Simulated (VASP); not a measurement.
# GaC30 (a cell with a defect) (Ga_C-V_C) in VASP: further runs

Runs on GaC30 (a cell with a defect) (Ga_C-V_C). Level: PBE. Tasks: single point.

Everything below comes from runs of VASP 6.6.1. Logs are shortened: lines on timing, memory, paths and dates and some standing lists are left out, and cuts for length are marked.

### 1 The cell of the first run

The cell holds a defect, 31 atoms: a = 6.186 Å, b = 6.186 Å, c = 6.186 Å, α = 109.47°, β = 109.47°, γ = 109.47°.

### 2 Single point, PBE

Input file INCAR:

```
PREC = Accurate
ENCUT = 520
EDIFF = 1E-6
ISMEAR = 0
SIGMA = 0.01
LREAL = Auto
LASPH = T
NELM = 120
ALGO = Normal
ISIF = 2
LWAVE = F
LCHARG = F
GGA = PE
NBANDS = 88
NELECT = 134.0
GGA_COMPAT = F
```

Input file KPOINTS:

```
Automatic mesh
0
Gamma
  1 1 1
  0.25 0.25 0.25
```

Input file POSCAR:

```
GaC30
1.0
   -3.5716218700      3.5716218700      3.5716218700
    3.5716218700     -3.5716218700      3.5716218700
    3.5716218700      3.5716218700     -3.5716218700
C Ga
30 1
Direct
    0.0057589456      0.0062609051      0.0057589456
    0.0057589456      0.2557589456      0.7562609051
    0.0019100061      0.5031218887      0.5051942998
    0.0019100061      0.7551942998      0.2531218887
    0.2553686053      0.0048956685      0.7548956685
    0.2531218887      0.2519100061      0.5051942998
    0.2531218887      0.7551942998      0.0019100061
    0.4991270540      0.0192512293      0.4991270540
    0.5051942998      0.2519100061      0.2531218887
    0.5051942998      0.5031218887      0.0019100061
    0.4991270540      0.7491270540      0.7692512293
    0.7548956685      0.0048956685      0.2553686053
    0.7562609051      0.2557589456      0.0057589456
    0.7548956685      0.5053686053      0.7548956685
    0.7692512293      0.7491270540      0.4991270540
    0.0018016329      0.0022998616      0.7522998616
    0.0031673197      0.2531673197      0.5026933325
   -0.0111805075      0.5089305696      0.2589305696
    0.0031673197      0.7526933325      0.0031673197
    0.2528645282      0.0061560229      0.5049364899
    0.2589305696      0.2388194925      0.2589305696
    0.2589305696      0.5089305696     -0.0111805075
    0.2528645282      0.7549364899      0.7561560229
    0.5049364899      0.0061560229      0.2528645282
    0.5026933325      0.2531673197      0.0031673197
    0.5049364899      0.5028645282      0.7561560229
    0.7522998616      0.0022998616      0.0018016329
    0.7522998616      0.2518016329      0.7522998616
    0.7561560229      0.5028645282      0.5049364899
    0.7561560229      0.7549364899      0.2528645282
    0.3790794932      0.6290794932      0.3790794932
```

Potentials or basis: VASP PAW PBE potentials, release 64 (C, Ga_d).

Launch:

```bash
$ cat potpaw_PBE.64/C/POTCAR potpaw_PBE.64/Ga_d/POTCAR > POTCAR
$ mpirun -np 1 vasp_std > vasp.out
```

OUTCAR:

```text
PREC = Accurate
   ENCUT = 520
   EDIFF = 1E-6
   ISMEAR = 0
   LREAL = Auto
   LASPH = T
   NELM = 120
   ISIF = 2
   GGA = PE
   NELECT = 134.0

 ion  position               nearest neighbor table
   1  0.006  0.006  0.006-  21 1.53  16 1.55  27 1.55  19 1.56
   2  0.006  0.256  0.756-  22 1.53  16 1.55  28 1.55  17 1.56
   3  0.002  0.503  0.505-  18 1.51  29 1.52  17 1.54  23 1.55
   4  0.002  0.755  0.253-  18 1.51  30 1.52  19 1.54  20 1.55
   5  0.255  0.005  0.755-  25 1.53  20 1.54  23 1.54  16 1.56
   6  0.253  0.252  0.505-  21 1.51  20 1.52  17 1.54  26 1.55
[... 22 lines left out ...]
  29  0.756  0.503  0.505-  15 1.51   3 1.52  14 1.54   9 1.55
  30  0.756  0.755  0.253-  15 1.51   4 1.52  12 1.54  10 1.55
  31  0.379  0.629  0.379-   8 2.04  11 2.04  15 2.04  18 2.04  21 2.04  22 2.04

  LATTYP: Found a body centered cubic cell.
 ALAT       =     7.1432437400

  Lattice vectors:

 A1 = (  -3.5716218700,   3.5716218700,   3.5716218700)
 A2 = (   3.5716218700,  -3.5716218700,   3.5716218700)
 A3 = (   3.5716218700,   3.5716218700,  -3.5716218700)

Analysis of symmetry for initial positions (statically):
=====================================================================
 Subroutine PRICEL returns:
 Original cell was already a primitive cell.

 Routine SETGRP: Setting up the symmetry group for a
 body centered cubic supercell.

 Subroutine GETGRP returns: Found  6 space group operations
 (whereof  2 operations were pure point group operations)
 out of a pool of 48 trial point group operations.

The static configuration has the point symmetry C_1h.
 The point group associated with its full space group is C_3v.

Analysis of symmetry for dynamics (positions and initial velocities):
=====================================================================
 Subroutine PRICEL returns:
 Original cell was already a primitive cell.

 Routine SETGRP: Setting up the symmetry group for a
 body centered cubic supercell.

 Subroutine GETGRP returns: Found  6 space group operations
 (whereof  2 operations were pure point group operations)
 out of a pool of 48 trial point group operations.

The dynamic configuration has the point symmetry C_1h.
 The point group associated with its full space group is C_3v.
[... 133 lines left out ...]
   EDIFF  = 0.1E-05   stopping-criterion for ELM
   LREAL  =      T    real-space projection
   EDIFFG = 0.1E-04   stopping-criterion for IOM
   NSW    =      0    number of steps for IOM
   IBRION =     -1    ionic relax: 0-MD 1-quasi-New 2-CG
   NFREE  =      0    steps in history (QN), initial steepest desc. (CG)
   ISIF   =      2    stress and relaxation
   ISYM   =      2    0-nonsym 1-usesym 2-fastsym
   POTIM  = 0.5000    time-step for ionic-motion
   TEBEG  =    0.0;   TEEND  =   0.0 temperature during run
   PSTRESS=    0.0 pullay stress
   NELECT =     134.0000    total number of electrons
   NUPDOWN=      -1.0000    fix difference up-down
   EMIN   =  10.00;   EMAX   =-10.00  energy-range for DOS
   EFERMI =   0.00;   METHOD = LEGACY
   ISMEAR =     0;   SIGMA  =   0.01  broadening in eV -4-tet -1-fermi 0-gaus
   EFERMI_NEDOS =   21; number of points for ismear=-14 and -15
   IALGO  =     38    algorithm
   IMIX   =      4    mixing-type and parameters
     AMIX     =   0.40;   BMIX     =  1.00
     AMIX_MAG =   1.60;   BMIX_MAG =  1.00
  volume/ion in A,a.u.               =       5.88        39.67
  Fermi-wavevector in a.u.,A,eV,Ry     =   1.477603  2.792264 29.705726  2.183309
  Thomas-Fermi vector in A             =   2.591986
   LORBIT       =      0    0 simple, 1 ext, 2 COOP (PROOUT), +10 PAW based schemes
   GGA     = PE    functional components
   LHFCALC =     F    Hartree Fock is set to
   AEXX    =    0.0000 exact exchange contribution
   IVDW    =     0    specifies the selected vdW correction
   LEPSILON=     F    determine dielectric tensor
   LRPA    =     F    only Hartree local field effects (RPA)
 non-spin polarized calculation
 Gauss-broadening in eV      SIGMA  =   0.01
  energy-cutoff  :      520.00
  volume of cell :      182.25
 maximum number of plane-waves:      4904
 NGX is ok and might be reduce to    48
   NGX = 23   NGY = 23   NGZ = 23

 number of electron     134.0000008 magnetization

 Free energy of the ion-electron system (eV)
  ---------------------------------------------------
  ext. energy  EPLUGINS =         0.00000000
  ---------------------------------------------------
  free energy    TOTEN  =      -256.01235318 eV

  energy without entropy =     -256.00106939  energy(sigma->0) =     -256.00671129

 E-fermi :  11.1377     XC(G=0): -13.2993

 val. band max:       11.1377488890   @ k =   0.2500   0.2500   0.2500
 cond. band min:      11.1377489101   @ k =   0.2500   0.2500   0.2500
 fundamental gap:      0.0000000211
 Fermi energy:        11.1377488995

 k-point     1 :       0.2500    0.2500    0.2500
  band No.  band energies     occupation
      1     -10.3405      2.00000
      2     -10.3405      2.00000
      3     -10.0909      2.00000
      4      -9.2662      2.00000
      5      -6.2029      2.00000
      6      -6.1720      2.00000
[... 71 lines left out ...]
     78      16.4613      0.00000
     79      16.5026      0.00000
 [bands above 79 left out]

------------------------ aborting loop because EDIFF is reached ----------------------------------------

  FORCE on cell =-STRESS in cart. coord.  units (eV):
  Direction    XX          YY          ZZ          XY          YZ          ZX
  --------------------------------------------------------------------------------------
  -------------------------------------------------------------------------------------
  Total       29.1723605     29.1723605     29.1723605    -12.2105441    -12.2105441    -12.2105441
  in kB      256.4636046    256.4636046    256.4636046   -107.3468207   -107.3468207   -107.3468207
  external PRESSURE =     256.4636046 kB  Pullay stress =       0.0000000 kB

 VOLUME and BASIS-vectors are now :
 -----------------------------------------------------------------------------
  energy-cutoff  :      520.00
  volume of cell :      182.25
      direct lattice vectors                 reciprocal lattice vectors
    -3.571621870  3.571621870  3.571621870     0.000000000  0.139992423  0.139992423
     3.571621870 -3.571621870  3.571621870     0.139992423  0.000000000  0.139992423
     3.571621870  3.571621870 -3.571621870     0.139992423  0.139992423  0.000000000

 POSITION                                       TOTAL-FORCE (eV/Angst)
 -----------------------------------------------------------------------------------
      0.02236      0.01878      0.02236         0.003995     -0.006639      0.003995
      3.59398      1.80817     -1.76703         0.003995      0.003995     -0.006639
      3.59450      0.01422     -0.00058         0.002898      0.013819     -0.007556
      3.59450     -1.78639      1.80003         0.002898     -0.007556      0.013819
      1.80161      3.59080     -1.76664        -0.001067      0.001599      0.001599
      1.80003      1.80869     -0.00058         0.013819      0.002898     -0.007556
[... 23 lines left out ...]
      0.89878      0.90749      4.49391         0.003234     -0.011069      0.005799
      2.24683      0.46102      2.24683        -0.005405     -0.005405     -0.005405
 -----------------------------------------------------------------------------------
    total drift:                                0.095506      0.095506      0.095506

  FREE ENERGIE OF THE ION-ELECTRON SYSTEM (eV)
  ---------------------------------------------------
  free  energy   TOTEN  =      -256.0123531839 eV

  energy  without entropy=     -256.0010693922  energy(sigma->0) =     -256.00671129
```

OSZICAR:

```text
N       E                     dE             d eps       ncg     rms          rms(c)
DAV:   1     0.109503483485E+04    0.10950E+04   -0.64001E+04   176   0.179E+03
DAV:   2    -0.988361757801E+02   -0.11939E+04   -0.10962E+04   200   0.464E+02
DAV:   3    -0.258514096206E+03   -0.15968E+03   -0.15377E+03   208   0.142E+02
DAV:   4    -0.267081627310E+03   -0.85675E+01   -0.84440E+01   208   0.351E+01
DAV:   5    -0.267622682736E+03   -0.54106E+00   -0.53628E+00   248   0.762E+00    0.224E+01
DAV:   6    -0.258389875010E+03    0.92328E+01   -0.91294E+00   272   0.259E+01    0.129E+01
DAV:   7    -0.255987716794E+03    0.24022E+01   -0.80916E+00   224   0.978E+00    0.403E+00
DAV:   8    -0.256006329711E+03   -0.18613E-01   -0.37732E-01   256   0.409E+00    0.144E+00
DAV:   9    -0.256012035252E+03   -0.57055E-02   -0.45841E-02   296   0.134E+00    0.235E-01
DAV:  10    -0.256012147424E+03   -0.11217E-03   -0.45395E-03   272   0.409E-01    0.775E-02
DAV:  11    -0.256012289814E+03   -0.14239E-03   -0.59156E-04   216   0.932E-02    0.390E-02
DAV:  12    -0.256012344716E+03   -0.54902E-04   -0.85011E-05   256   0.411E-02    0.134E-02
DAV:  13    -0.256012353351E+03   -0.86349E-05   -0.15319E-05   224   0.167E-02    0.611E-03
DAV:  14    -0.256012353184E+03    0.16695E-06   -0.26253E-06   160   0.800E-03
   1 F= -.25601235E+03 E0= -.25600671E+03  d E =-.112838E-01
```

It took 63 s on 1 thread of Intel Xeon Platinum 8488C (Sapphire Rapids), shared host; peak memory 0.31 GiB.

Results:

| Item | Value |
| --- | --- |
| Free energy | -256.0124 eV |
| Largest force | 0.020 eV/Å |

Forces on the atoms (eV/Å):
```
C    0.004 -0.007  0.004
C    0.004  0.004 -0.007
C    0.003  0.014 -0.008
C    0.003 -0.008  0.014
C   -0.001  0.002  0.002
C    0.014  0.003 -0.008
C    0.014 -0.008  0.003
C   -0.013  0.008 -0.013
C   -0.008  0.003  0.014
C   -0.008  0.014  0.003
C   -0.013 -0.013  0.008
C    0.002  0.002 -0.001
C   -0.007  0.004  0.004
C    0.002 -0.001  0.002
C    0.008 -0.013 -0.013
C    0.003 -0.001 -0.001
C    0.003  0.003  0.004
C   -0.013  0.004  0.004
C    0.003  0.004  0.003
C    0.006  0.003 -0.011
C    0.004 -0.013  0.004
C    0.004  0.004 -0.013
C    0.006 -0.011  0.003
C   -0.011  0.003  0.006
C    0.004  0.003  0.003
C   -0.011  0.006  0.003
C   -0.001 -0.001  0.003
C   -0.001  0.003 -0.001
C    0.003  0.006 -0.011
C    0.003 -0.011  0.006
Ga  -0.005 -0.005 -0.005
```

Levels at points of the mesh, in eV from the Fermi level:
| k point | band 64 | band 65 | band 66 | band 67 | band 68 | band 69 | band 70 | band 71 | band 72 | band 73 |
| --- | --- | --- | --- | --- | --- | --- | --- | --- | --- | --- |
| (0.25, 0.25, 0.25) | -3.44 | -1.84 | -1.84 | 0.00 | 0.00 | 4.24 | 4.30 | 4.44 | 4.44 | 4.58 |

Caveat: the k points lie up to 1.24 Å⁻¹ apart; the cell carries a net charge on a neutralising background, which shifts energy and pressure; the cell is charged against a uniform background, so pressure and absolute levels hang on convention.

### 3 Single point, PBE

Input file INCAR:

```
SYSTEM = GaC30
PREC = Accurate
ENCUT = 520
EDIFF = 1E-6
ISMEAR = 0
SIGMA = 0.01
LREAL = Auto
LASPH = .True.
NELM = 120
ALGO = Normal
ISIF = 2
LWAVE = .False.
LCHARG = .True.
GGA = PE
LELF = .True.
LVHAR = .True.
NELECT = 132.0
NBANDS = 88
GGA_COMPAT = .False.
```

KPOINTS is that of step 2.

Input file POSCAR:

```
GaC30
1.0
   -3.5716218700      3.5716218700      3.5716218700
    3.5716218700     -3.5716218700      3.5716218700
    3.5716218700      3.5716218700     -3.5716218700
C Ga
30 1
Direct
    0.0050643074      0.0063446622      0.0050643074
    0.0050643074      0.2550643074      0.7563446622
    0.0046741911      0.5035162273      0.5041108527
    0.0046741911      0.7541108527      0.2535162273
    0.2564366860      0.0052355971      0.7552355971
    0.2535162273      0.2546741911      0.5041108527
    0.2535162273      0.7541108527      0.0046741911
    0.5019425374      0.0234417658      0.5019425374
    0.5041108527      0.2546741911      0.2535162273
    0.5041108527      0.5035162273      0.0046741911
    0.5019425374      0.7519425374      0.7734417658
    0.7552355971      0.0052355971      0.2564366860
    0.7563446622      0.2550643074      0.0050643074
    0.7552355971      0.5064366860      0.7552355971
    0.7734417658      0.7519425374      0.5019425374
    0.0017142150      0.0029992991      0.7529992991
    0.0028269853      0.2528269853      0.5016321869
   -0.0153856746      0.5061308649      0.2561308649
    0.0028269853      0.7516321869      0.0028269853
    0.2539609351      0.0033893819      0.5045559678
    0.2561308649      0.2346143254      0.2561308649
    0.2561308649      0.5061308649     -0.0153856746
    0.2539609351      0.7545559678      0.7533893819
    0.5045559678      0.0033893819      0.2539609351
    0.5016321869      0.2528269853      0.0028269853
    0.5045559678      0.5039609351      0.7533893819
    0.7529992991      0.0029992991      0.0017142150
    0.7529992991      0.2517142150      0.7529992991
    0.7533893819      0.5039609351      0.5045559678
    0.7533893819      0.7545559678      0.2539609351
    0.3790018642      0.6290018642      0.3790018642
```

Potentials or basis: VASP PAW PBE potentials, release 64 (C, Ga_d).

Launch:

```bash
$ cat potpaw_PBE.64/C/POTCAR potpaw_PBE.64/Ga_d/POTCAR > POTCAR
$ mpirun -np 1 vasp_std > vasp.out
```

Run time: 63 s. Hardware: 1 thread of Intel Xeon Platinum 8488C (Sapphire Rapids), shared host; peak memory 0.31 GiB.

It converged, with:

| Item | Value |
| --- | --- |
| Free energy | -278.0789 eV |
| Largest force | 0.019 eV/Å |

Forces in eV/Å, atoms in the order of the input:
```
C    0.008 -0.015  0.008
C    0.008  0.008 -0.015
C    0.005  0.016  0.004
C    0.005  0.004  0.016
C   -0.012 -0.003 -0.003
C    0.016  0.005  0.004
C    0.016  0.004  0.005
C   -0.007  0.009 -0.007
C    0.004  0.005  0.016
C    0.004  0.016  0.005
C   -0.007 -0.007  0.009
C   -0.003 -0.003 -0.012
C   -0.015  0.008  0.008
C   -0.003 -0.012 -0.003
C    0.009 -0.007 -0.007
C    0.016 -0.006 -0.006
C    0.002  0.002  0.011
C   -0.012  0.004  0.004
C    0.002  0.011  0.002
C   -0.003 -0.005 -0.013
C    0.004 -0.012  0.004
C    0.004  0.004 -0.012
C   -0.003 -0.013 -0.005
C   -0.013 -0.005 -0.003
C    0.011  0.002  0.002
C   -0.013 -0.003 -0.005
C   -0.006 -0.006  0.016
C   -0.006  0.016 -0.006
C   -0.005 -0.003 -0.013
C   -0.005 -0.013 -0.003
Ga  -0.005 -0.005 -0.005
```

Levels at points of the mesh, in eV from the Fermi level:
```tsv
k point	band 64	band 65	band 66	band 67	band 68	band 69
(0.25, 0.25, 0.25)	-1.50	-0.05	-0.05	1.75	1.75	6.11
```

Caveat: the k points lie up to 1.24 Å⁻¹ apart; the cell carries a net charge on a neutralising background, which shifts energy and pressure; the cell is charged against a uniform background, so pressure and absolute levels hang on convention.

### 4 Single point, PBE

Input file INCAR:

```
SYSTEM = GaC30
  PREC = Accurate
  ENCUT = 520
  EDIFF = 1E-6
  ISMEAR = 0
  SIGMA = 0.01
  LREAL = Auto
  LASPH = .TRUE.
  NELM = 120
  ALGO = Normal
  ISIF = 2
  LWAVE = .FALSE.
  LCHARG = .FALSE.
  GGA = PE
  NBANDS = 88
  NELECT = 134.0
  GGA_COMPAT = .FALSE.
```

KPOINTS is that of step 3.

Input file POSCAR:

```
GaC30
1.0
   -3.5716218665      3.5716218665      3.5716218665
    3.5716218665     -3.5716218665      3.5716218665
    3.5716218665      3.5716218665     -3.5716218665
C Ga
30 1
Direct
    0.0057589456      0.0062609051      0.0057589456
    0.0057589456      0.2557589456      0.7562609051
    0.0019100061      0.5031218887      0.5051942998
    0.0019100061      0.7551942998      0.2531218887
    0.2553686053      0.0048956685      0.7548956685
    0.2531218887      0.2519100061      0.5051942998
    0.2531218887      0.7551942998      0.0019100061
    0.4991270540      0.0192512293      0.4991270540
    0.5051942998      0.2519100061      0.2531218887
    0.5051942998      0.5031218887      0.0019100061
    0.4991270540      0.7491270540      0.7692512293
    0.7548956685      0.0048956685      0.2553686053
    0.7562609051      0.2557589456      0.0057589456
    0.7548956685      0.5053686053      0.7548956685
    0.7692512293      0.7491270540      0.4991270540
    0.0018016329      0.0022998616      0.7522998616
    0.0031673197      0.2531673197      0.5026933325
   -0.0111805075      0.5089305696      0.2589305696
    0.0031673197      0.7526933325      0.0031673197
    0.2528645282      0.0061560229      0.5049364899
    0.2589305696      0.2388194925      0.2589305696
    0.2589305696      0.5089305696     -0.0111805075
    0.2528645282      0.7549364899      0.7561560229
    0.5049364899      0.0061560229      0.2528645282
    0.5026933325      0.2531673197      0.0031673197
    0.5049364899      0.5028645282      0.7561560229
    0.7522998616      0.0022998616      0.0018016329
    0.7522998616      0.2518016329      0.7522998616
    0.7561560229      0.5028645282      0.5049364899
    0.7561560229      0.7549364899      0.2528645282
    0.3790794932      0.6290794932      0.3790794932
```

Launch:

```bash
$ cat potpaw_PBE.64/C/POTCAR potpaw_PBE.64/Ga_d/POTCAR > POTCAR
$ mpirun -np 1 vasp_std > vasp.out
```

Run time: 52 s. Hardware: 1 thread of Intel Xeon Platinum 8488C (Sapphire Rapids), shared host; peak memory 0.31 GiB.

The run converged. Its results:

```
Free energy   : -256.0124 eV
Largest force : 0.020 eV/Å
```

Forces on the atoms (eV/Å):
```
C    0.004 -0.007  0.004
C    0.004  0.004 -0.007
C    0.003  0.014 -0.008
C    0.003 -0.008  0.014
C   -0.001  0.002  0.002
C    0.014  0.003 -0.008
C    0.014 -0.008  0.003
C   -0.013  0.008 -0.013
C   -0.008  0.003  0.014
C   -0.008  0.014  0.003
C   -0.013 -0.013  0.008
C    0.002  0.002 -0.001
C   -0.007  0.004  0.004
C    0.002 -0.001  0.002
C    0.008 -0.013 -0.013
C    0.003 -0.001 -0.001
C    0.003  0.003  0.004
C   -0.013  0.004  0.004
C    0.003  0.004  0.003
C    0.006  0.003 -0.011
C    0.004 -0.013  0.004
C    0.004  0.004 -0.013
C    0.006 -0.011  0.003
C   -0.011  0.003  0.006
C    0.004  0.003  0.003
C   -0.011  0.006  0.003
C   -0.001 -0.001  0.003
C   -0.001  0.003 -0.001
C    0.003  0.006 -0.011
C    0.003 -0.011  0.006
Ga  -0.005 -0.005 -0.005
```

Levels at points of the mesh, in eV from the Fermi level:
| k point | band 66 | band 67 | band 68 | band 69 | band 70 | band 71 |
| --- | --- | --- | --- | --- | --- | --- |
| (0.25, 0.25, 0.25) | -1.84 | 0.00 | 0.00 | 4.24 | 4.30 | 4.44 |

Caveat: the k points lie up to 1.24 Å⁻¹ apart; the cell carries a net charge on a neutralising background, which shifts energy and pressure; the cell is charged against a uniform background, so pressure and absolute levels hang on convention.
